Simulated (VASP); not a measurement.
# Fe (I4/mmm) in VASP: a series of runs, part 2 of 2

VASP 6.6.1.

## Step 4: Single point, PBEsol, collinear spin, ferromagnetic start

This run uses another cell than the first one, of 11.78 Å³/atom, 1.063 times its volume.

The input, INCAR:

```
SYSTEM = Fe
ALGO = Fast
EDIFF = 1E-6
ENCUT = 520
GGA = PS
ISIF = 2
ISMEAR = -1
ISPIN = 2
LASPH = .True.
LCHARG = .False.
LMAXMIX = 4
LORBIT = 11
LREAL = .False.
LWAVE = .False.
MAGMOM = 3
NBANDS = 14
NELM = 150
PREC = Accurate
SIGMA = 0.05
```

The input, KPOINTS:

```
k-points
0
Gamma
  11 11 11
  0 0 0
```

The input, POSCAR:

```
Fe
1.0
   -1.4285700000      1.4285700000      1.4430000000
    1.4285700000     -1.4285700000      1.4430000000
    1.4285700000      1.4285700000     -1.4430000000
Fe
1
Direct
    0.0000000000      0.0000000000      0.0000000000
```

Potentials or basis: VASP PAW PBE potentials, release 64 (Fe).

The run is started by

```bash
$ cat potpaw_PBE.64/Fe/POTCAR > POTCAR
$ mpirun -np 1 vasp_std > vasp.out
```

OUTCAR:

```text
SYSTEM = Fe
   EDIFF = 1E-6
   ENCUT = 520
   GGA = PS
   ISIF = 2
   ISMEAR = -1
   ISPIN = 2
   LASPH = .True.
   LORBIT = 11
   LREAL = .False.
   NELM = 150
   PREC = Accurate

 ion  position               nearest neighbor table
   1  0.000  0.000  0.000-

  LATTYP: Found a body centered tetragonal cell.
 ALAT       =     2.8571400000
 C/A-ratio  =     1.0101010101

  Lattice vectors:

 A1 = (  -1.4285700000,   1.4285700000,   1.4430000000)
 A2 = (   1.4285700000,  -1.4285700000,   1.4430000000)
 A3 = (   1.4285700000,   1.4285700000,  -1.4430000000)

Analysis of symmetry for initial positions (statically):
=====================================================================
 Subroutine PRICEL returns:
 Original cell was already a primitive cell.

 Routine SETGRP: Setting up the symmetry group for a
 body centered tetragonal supercell.

 Subroutine GETGRP returns: Found 16 space group operations
 (whereof 16 operations were pure point group operations)
 out of a pool of 16 trial point group operations.

The static configuration has the point symmetry D_4h.

Analysis of symmetry for dynamics (positions and initial velocities):
=====================================================================
 Subroutine PRICEL returns:
 Original cell was already a primitive cell.

 Routine SETGRP: Setting up the symmetry group for a
 body centered tetragonal supercell.

 Subroutine GETGRP returns: Found 16 space group operations
 (whereof 16 operations were pure point group operations)
 out of a pool of 16 trial point group operations.

The dynamic configuration has the point symmetry D_4h.

Analysis of structural, dynamic, and magnetic symmetry:
=====================================================================
 Subroutine PRICEL returns:
 Original cell was already a primitive cell.

 Routine SETGRP: Setting up the symmetry group for a
 body centered tetragonal supercell.

 Subroutine GETGRP returns: Found 16 space group operations
 (whereof 16 operations were pure point group operations)
 out of a pool of 16 trial point group operations.

The overall configuration has the point symmetry D_4h.

 Subroutine INISYM returns: Found 16 space group operations
 (whereof 16 operations are pure point group operations),
 and found     1 'primitive' translations

----------------------------------------------------------------------------------------

                                     Primitive cell

  volume of cell :      11.7796

  direct lattice vectors                    reciprocal lattice vectors
    -1.428570000  1.428570000  1.443000000     0.000000000  0.350000350  0.346500347
     1.428570000 -1.428570000  1.443000000     0.350000350  0.000000000  0.346500347
     1.428570000  1.428570000 -1.443000000     0.350000350  0.350000350  0.000000000

  length of vectors
     2.482714943  2.482714943  2.482714943     0.492506584  0.492506584  0.494975242

  position of ions in fractional coordinates (direct lattice)
     0.000000000  0.000000000  0.000000000

  ion indices of the primitive-cell ions
   primitive index   ion index
                 1           1

----------------------------------------------------------------------------------------

 KPOINTS: k-points

Automatic generation of k-mesh.
 Grid dimensions read from file:
 generate k-points for:   11   11   11

 Generating k-lattice:

  Cartesian coordinates                     Fractional coordinates (reciprocal lattice)
[... 65 lines left out ...]
   NFREE  =      0    steps in history (QN), initial steepest desc. (CG)
   ISIF   =      2    stress and relaxation
   ISYM   =      2    0-nonsym 1-usesym 2-fastsym
   POTIM  = 0.5000    time-step for ionic-motion
   TEBEG  =    0.0;   TEEND  =   0.0 temperature during run
   PSTRESS=    0.0 pullay stress
   NELECT =       8.0000    total number of electrons
   NUPDOWN=      -1.0000    fix difference up-down
   EMIN   =  10.00;   EMAX   =-10.00  energy-range for DOS
   EFERMI =   0.00;   METHOD = LEGACY
   ISMEAR =    -1;   SIGMA  =   0.05  broadening in eV -4-tet -1-fermi 0-gaus
   EFERMI_NEDOS =   21; number of points for ismear=-14 and -15
   IALGO  =     68    algorithm
   IMIX   =      4    mixing-type and parameters
     AMIX     =   0.40;   BMIX     =  1.00
     AMIX_MAG =   1.60;   BMIX_MAG =  1.00
  volume/ion in A,a.u.               =      11.78        79.49
  Fermi-wavevector in a.u.,A,eV,Ry     =   1.439003  2.719321 28.173987  2.070730
  Thomas-Fermi vector in A             =   2.557907
   LORBIT       =     11    0 simple, 1 ext, 2 COOP (PROOUT), +10 PAW based schemes
   GGA     = PS    functional components
   LHFCALC =     F    Hartree Fock is set to
   AEXX    =    0.0000 exact exchange contribution
   IVDW    =     0    specifies the selected vdW correction
   LEPSILON=     F    determine dielectric tensor
   LRPA    =     F    only Hartree local field effects (RPA)
 spin polarized calculation
 RMM-DIIS sequential band-by-band and
  energy-cutoff  :      520.00
  volume of cell :       11.78
 maximum number of plane-waves:       329
   NGX =  9   NGY =  9   NGZ =  9

 number of electron       7.9999997 magnetization       2.2577631

 Free energy of the ion-electron system (eV)
  ---------------------------------------------------
  ext. energy  EPLUGINS =         0.00000000
  ---------------------------------------------------
  free energy    TOTEN  =        -8.87297824 eV

  energy without entropy =       -8.86524155  energy(sigma->0) =       -8.86910990

 E-fermi :   5.2611     XC(G=0): -13.0716

 val. band max:        5.2533638314   @ k =   0.0909   0.0000  -0.0000
 cond. band min:       5.2842333040   @ k =  -0.3636  -0.4545   0.2727
 fundamental gap:      0.0308694727
 Fermi energy:         5.2610620308

 spin component 1

 k-point     1 :       0.0000    0.0000    0.0000
  band No.  band energies     occupation
      1      -3.0063      1.00000
      2       3.0311      1.00000
      3       3.0311      1.00000
      4       3.0816      1.00000
      5       4.2211      1.00000
      6       4.2699      1.00000
      7      29.7285      0.00000
      8      29.9484      0.00000
      9      29.9484      0.00000
     10      34.6747      0.00000
     11      34.8250      0.00000
     12      36.7072      0.00000
     13      36.7074      0.00000
     14      36.8279      0.00000
[... 379 lines left out ...]
      3       2.9846      1.00000
      4       3.6967      1.00000
      5       4.0869      1.00000
      6       4.2660      1.00000
      7      23.9620      0.00000
      8      27.4955      0.00000
      9      28.9466      0.00000
     10      30.5069      0.00000
     11      32.5607      0.00000
     12      34.4052      0.00000
     13      37.9597      0.00000
     14      40.0850      0.00000

 [... further k-points ...]

 spin component 2

 k-point     1 :       0.0000    0.0000    0.0000
  band No.  band energies     occupation
      1      -2.7510      1.00000
      2       5.0248      0.99121
      3       5.0248      0.99120
      4       5.0955      0.96483
      5       6.8955      0.00000
      6       6.9706      0.00000
      7      29.6167      0.00000
      8      29.8412      0.00000
      9      29.8412      0.00000
     10      34.9774      0.00000
     11      35.0962      0.00000
     12      37.4540      0.00000
     13      37.4543      0.00000
     14      37.9106      0.00000
[... 379 lines left out ...]
      3       4.9342      0.99855
      4       5.7554      0.00005
      5       6.6912      0.00000
      6       6.9498      0.00000
      7      24.4855      0.00000
      8      27.6739      0.00000
      9      29.1914      0.00000
     10      31.3508      0.00000
     11      33.2517      0.00000
     12      34.6838      0.00000
     13      38.3314      0.00000
     14      40.5448      0.00000

 [... further k-points ...]
[... 5 lines left out ...]
  --------------------------------------------------------------------------------------
  -------------------------------------------------------------------------------------
  Total       -1.0805128     -1.0805128     -1.1724677      0.0000000     -0.0000000      0.0000000
  in kB     -146.9640608   -146.9640608   -159.4711343      0.0000000     -0.0000000      0.0000000
  external PRESSURE =    -151.1330853 kB  Pullay stress =       0.0000000 kB

 VOLUME and BASIS-vectors are now :
 -----------------------------------------------------------------------------
  energy-cutoff  :      520.00
  volume of cell :       11.78
      direct lattice vectors                 reciprocal lattice vectors
    -1.428570000  1.428570000  1.443000000     0.000000000  0.350000350  0.346500347
     1.428570000 -1.428570000  1.443000000     0.350000350  0.000000000  0.346500347
     1.428570000  1.428570000 -1.443000000     0.350000350  0.350000350  0.000000000

 POSITION                                       TOTAL-FORCE (eV/Angst)
 -----------------------------------------------------------------------------------
      0.00000      0.00000      0.00000        -0.000000      0.000000     -0.000000
 -----------------------------------------------------------------------------------
    total drift:                                0.000000      0.000000      0.000000

  FREE ENERGIE OF THE ION-ELECTRON SYSTEM (eV)
  ---------------------------------------------------
  free  energy   TOTEN  =        -8.8729782412 eV

  energy  without entropy=       -8.8652415527  energy(sigma->0) =       -8.86910990

 total charge

# of ion       s       p       d       tot
------------------------------------------
    1        0.475   0.510   6.214   7.200

 magnetization (x)

# of ion       s       p       d       tot
------------------------------------------
    1       -0.013  -0.048   2.314   2.252
```

OSZICAR:

```text
N       E                     dE             d eps       ncg     rms          rms(c)
DAV:   1     0.202812884607E+02    0.20281E+02   -0.38162E+03  7800   0.686E+02
DAV:   2    -0.907997587444E+01   -0.29361E+02   -0.26923E+02  7746   0.127E+02
DAV:   3    -0.997164199527E+01   -0.89167E+00   -0.88311E+00  8546   0.227E+01
DAV:   4    -0.997465774461E+01   -0.30157E-02   -0.30155E-02  8136   0.119E+00
DAV:   5    -0.997467222129E+01   -0.14477E-04   -0.14478E-04  8586   0.853E-02    0.116E+01
RMM:   6    -0.896366465806E+01    0.10110E+01   -0.17304E+00  8907   0.140E+01    0.659E+00
RMM:   7    -0.889339042744E+01    0.70274E-01   -0.71457E-02  8957   0.299E+00    0.383E+00
RMM:   8    -0.888115314134E+01    0.12237E-01   -0.62260E-03  8995   0.565E-01    0.126E+00
RMM:   9    -0.887339279660E+01    0.77603E-02   -0.88229E-04  8811   0.218E-01    0.321E-01
RMM:  10    -0.887294369114E+01    0.44911E-03   -0.32623E-04  8722   0.193E-01    0.752E-02
RMM:  11    -0.887297749998E+01   -0.33809E-04   -0.41365E-05  9205   0.526E-02    0.443E-02
RMM:  12    -0.887297824117E+01   -0.74119E-06   -0.71170E-06  9426   0.195E-02
   1 F= -.88729782E+01 E0= -.88691099E+01  d E =-.773669E-02  mag=     2.2577
```

It took 17 s on 1 thread of Intel Xeon 6975P-C (Granite Rapids), shared host; peak memory 0.14 GiB.

Results:

| Quantity | Value |
| --- | --- |
| Free energy | -8.8730 eV |
| Pressure | -15.1 GPa |
| Net moment | 2.26 μB per cell |
| Site moments | Fe +2.25 μB |
| Valence electrons inside the program's atomic spheres | Fe 7.20 |

Stress tensor (GPa, compression positive):
```
-14.70   0.00   0.00
  0.00 -14.70   0.00
  0.00   0.00 -15.95
```

Levels at points of the mesh, in eV from the Fermi level:
Spin up:
```tsv
k point	band 3	band 4	band 5	band 6	band 7	band 8
(0.00, 0.00, 0.00)	-2.23	-2.18	-1.04	-0.99	24.47	24.69
```
Spin down:
| k point | band 1 | band 2 | band 3 | band 4 | band 5 | band 6 | band 7 |
| --- | --- | --- | --- | --- | --- | --- | --- |
| (0.00, 0.00, 0.00) | -8.01 | -0.24 | -0.24 | -0.17 | 1.63 | 1.71 | 24.36 |

Caveat: the PAW data sets were made with another functional, which shifts forces and pressure a little.

## Step 5: Single point, PBEsol, collinear spin, ferromagnetic start

This run uses another cell than the first one, of 12.26 Å³/atom, 1.107 times its volume.

The input, INCAR:

```
SYSTEM = Fe
PREC = Accurate
ENCUT = 520
EDIFF = 1E-6
ISMEAR = -1
SIGMA = 0.05
LREAL = .FALSE.
LASPH = .TRUE.
NELM = 150
ALGO = Normal
ISIF = 2
LWAVE = .FALSE.
LCHARG = .TRUE.
ISPIN = 2
MAGMOM = 3
LORBIT = 11
LMAXMIX = 4
GGA = PS
LELF = .TRUE.
LVHAR = .TRUE.
NBANDS = 14
```

The input, KPOINTS:

```
Automatic mesh
0
G
  11 11 11
  0 0 0
```

The input, POSCAR:

```
Fe
1.0
   -1.4574300000      1.4574300000      1.4430000000
    1.4574300000     -1.4574300000      1.4430000000
    1.4574300000      1.4574300000     -1.4430000000
Fe
1
Direct
    0.0000000000      0.0000000000      0.0000000000
```

The run is started by

```bash
$ cat potpaw_PBE.64/Fe/POTCAR > POTCAR
$ mpirun -np 1 vasp_std > vasp.out
```

Wall time 22 s (1 thread of Intel Xeon 6975P-C (Granite Rapids), shared host); peak memory 0.15 GiB.

The run converged. Its results:

| Property | Result |
| --- | --- |
| Free energy | -8.8200 eV |
| Pressure | -19.8 GPa |
| Net moment | 2.33 μB per cell |
| Site moments | Fe +2.33 μB |
| Valence electrons inside the program's atomic spheres | Fe 7.12 |

Stress tensor (GPa, compression positive):
```
-20.06   0.00   0.00
  0.00 -20.06   0.00
  0.00   0.00 -19.20
```

Levels at points of the mesh, in eV from the Fermi level:
Spin up:
```
           k point  band 3  band 4  band 5  band 6  band 7  band 8
(0.00, 0.00, 0.00)   -2.12   -2.12   -1.02   -0.98   24.18   24.18
```
Spin down:
| k point | band 1 | band 2 | band 3 | band 4 | band 5 | band 6 | band 7 |
| --- | --- | --- | --- | --- | --- | --- | --- |
| (0.00, 0.00, 0.00) | -7.76 | -0.10 | -0.03 | -0.03 | 1.70 | 1.78 | 24.05 |

Caveat: the PAW data sets were made with another functional, which shifts forces and pressure a little.

## Step 6: Single point, PBEsol, collinear spin, ferromagnetic start

This run uses another cell than the first one, of 12.50 Å³/atom, 1.129 times its volume.

The input, INCAR:

```
PREC = Accurate ; ENCUT = 520
EDIFF = 1E-6 ; ISMEAR = -1
SIGMA = 0.05 ; LREAL = False
LASPH = True ; NELM = 150
ALGO = Normal ; ISIF = 2
LWAVE = False ; LCHARG = False
ISPIN = 2 ; MAGMOM = 3
LORBIT = 11 ; LMAXMIX = 4
GGA = PS ; NBANDS = 14
```

The input, KPOINTS:

```
regular mesh
0
Gamma
  11 11 11
```

The input, POSCAR:

```
Fe
1.0
   -1.4718600000      1.4718600000      1.4430000000
    1.4718600000     -1.4718600000      1.4430000000
    1.4718600000      1.4718600000     -1.4430000000
Fe
1
Direct
    0.0000000000      0.0000000000      0.0000000000
```

Potentials or basis: VASP PAW PBE potentials, release 64 (Fe).

The run is started by

```bash
$ cat potpaw_PBE.64/Fe/POTCAR > POTCAR
$ mpirun -np 1 vasp_std > vasp.out
```

Run time: 19 s. Hardware: 1 thread of Intel Xeon 6975P-C (Granite Rapids), shared host; peak memory 0.15 GiB.

Results (log left out):

| Quantity | Value |
| --- | --- |
| Free energy | -8.7888 eV |
| Pressure | -20.3 GPa |
| Net moment | 2.43 μB per cell |
| Site moments | Fe +2.44 μB |
| Valence electrons inside the program's atomic spheres | Fe 7.09 |

Stress tensor (GPa, compression positive):
```
-20.70   0.00   0.00
  0.00 -20.70   0.00
  0.00   0.00 -19.58
```

Levels at points of the mesh, in eV from the Fermi level:
Spin up:
```csv
k point,band 1,band 2,band 3,band 4,band 5,band 6,band 7,band 8,band 9,band 10
"(0.00, 0.00, 0.00)",-7.91,-2.19,-2.11,-2.11,-1.08,-0.98,23.90,23.90,24.34,28.42
```
Spin down:
```csv
k point,band 1,band 2,band 3,band 4,band 5,band 6,band 7,band 8
"(0.00, 0.00, 0.00)",-7.66,-0.03,0.10,0.10,1.70,1.85,23.76,23.76
```

Caveat: the PAW data sets were made with another functional, which shifts forces and pressure a little.

## Step 7: The runs side by side

```csv
cell,gap on the mesh (eV),pressure (GPa),moment (μB)
"a = 2.433 Å, angles 110.6, 110.6, 107.3°, 1 atom",none,-3.3,2.21
"a = 2.466 Å, angles 110.0, 110.0, 108.4°, 1 atom",none,-11.5,2.24
"a = 2.483 Å, angles 109.7, 109.7, 108.9°, 1 atom",none,-15.1,2.26
"a = 2.516 Å, angles 109.2, 109.2, 110.0°, 1 atom",none,-19.8,2.33
"a = 2.533 Å, angles 108.9, 108.9, 110.5°, 1 atom",none,-20.3,2.43
```

Alike in all rows: task single point; level PBEsol; potentials or basis VASP PAW PBE potentials, release 64 (Fe); spin collinear, ferromagnetic start; k mesh 11 × 11 × 11; cutoff (eV) 520; smearing fermi-dirac 0.05 eV.

Caveats: the PAW data sets were made with another functional, which shifts forces and pressure a little.

Absolute energies hang on the potentials; compare differences alone.
